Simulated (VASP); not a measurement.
Mg:

```
Mg
1.0
     5.64456    0.00000    0.00000
    -2.55142    5.07490    0.00000
     1.80351    2.70620    5.64799
Mg
6
Direct
  0.95553 0.00754 0.37805
  0.48344 0.49208 0.92691
  0.14226 0.49483 0.80295
  0.50310 0.42982 0.52197
  0.93266 0.94862 0.99440
  0.34538 0.74810 0.24473
```

The cell was built from a structure type or drawn by symmetry, and may not be a known phase.

```yaml
Program: VASP 6.6.1
Task: relaxation of cell and atoms
Functional: PBE
Potentials_or_basis: VASP PAW PBE potentials, release 64 (Mg)
Cutoff: 600 eV
k_mesh: 4 × 4 × 4
Occupations: gaussian, width 0.1 eV
Spin: no spin polarisation
```

At the start: pressure 4.8 GPa; volume 26.96 Å³/atom.

**Question.** How do energy, volume and symmetry change on relaxing?

**Answer.** Over 61 steps the energy falls by 627.7 meV/atom and the volume is 22.96 Å³/atom (-14.9 %); space group P1 (No. 1, to 0.1 Å) before, I4/mmm (No. 139, to 0.1 Å).

The path:
| step | energy change (eV) | largest force (eV/Å) | pressure (GPa) | volume (Å³) |
| --- | --- | --- | --- | --- |
| 1 | 0.0000 | 4.7569 | 4.79 | 161.79 |
| 3 | -1.7310 | 0.7650 | -2.57 | 188.41 |
| 5 | -2.4068 | 0.8165 | 1.16 | 151.61 |
| 7 | -2.6811 | 0.5253 | 0.87 | 148.47 |
| 9 | -2.8025 | 0.3025 | -1.27 | 156.92 |
| 11 | -2.9169 | 0.2570 | 0.21 | 147.21 |
| 13 | -2.9835 | 0.1633 | 0.31 | 145.83 |
| 15 | -2.9963 | 0.1127 | -0.35 | 148.72 |
| 17 | -3.0101 | 0.1702 | 0.14 | 146.38 |
| 19 | -3.0374 | 0.2350 | 0.32 | 145.17 |
| 21 | -3.0409 | 0.2750 | 0.42 | 144.62 |
| 23 | -3.0737 | 0.3002 | -0.04 | 146.23 |
| 25 | -3.1207 | 0.4047 | -0.63 | 147.97 |
| 27 | -3.1963 | 0.6085 | 0.32 | 142.01 |
| 29 | -3.2137 | 0.5737 | 0.04 | 143.16 |
| 31 | -3.2604 | 0.4078 | 0.18 | 141.68 |
| 33 | -3.3747 | 0.3027 | -0.52 | 143.17 |
| 35 | -3.4193 | 0.3062 | -0.04 | 140.48 |
| 37 | -3.4695 | 0.2832 | 0.87 | 136.21 |
| 39 | -3.5270 | 0.2685 | 0.02 | 138.92 |
| 41 | -3.5437 | 0.1899 | -0.56 | 141.34 |
| 43 | -3.5765 | 0.1614 | 0.38 | 136.95 |
| 45 | -3.6169 | 0.2088 | 0.85 | 135.50 |
| 47 | -3.6267 | 0.2345 | 1.17 | 134.47 |
| 49 | -3.6715 | 0.2903 | 0.40 | 137.15 |
| 51 | -3.6957 | 0.3471 | -0.18 | 139.25 |
| 53 | -3.7208 | 0.3214 | -0.37 | 139.76 |
| 55 | -3.7423 | 0.2704 | -0.14 | 138.58 |
| 57 | -3.7580 | 0.1610 | 0.09 | 137.50 |
| 59 | -3.7648 | 0.0538 | -0.03 | 137.86 |
| 61 | -3.7661 | 0.0288 | -0.01 | 137.73 |

Final structure:
```
Mg
1.0
     4.34010   -0.09410   -0.59083
    -2.10351    5.10290   -0.04018
     0.86691    2.32324    6.00580
Mg
6
Direct
  0.89315 0.01936 0.39372
  0.56061 0.35383 0.06153
  0.22777 0.68668 0.72922
  0.56070 0.35399 0.56174
  0.89338 0.02056 0.89464
  0.22675 0.68657 0.22815
```

Caveat: a cell axis changed by over 15 % at a fixed basis, so the end point is rough.
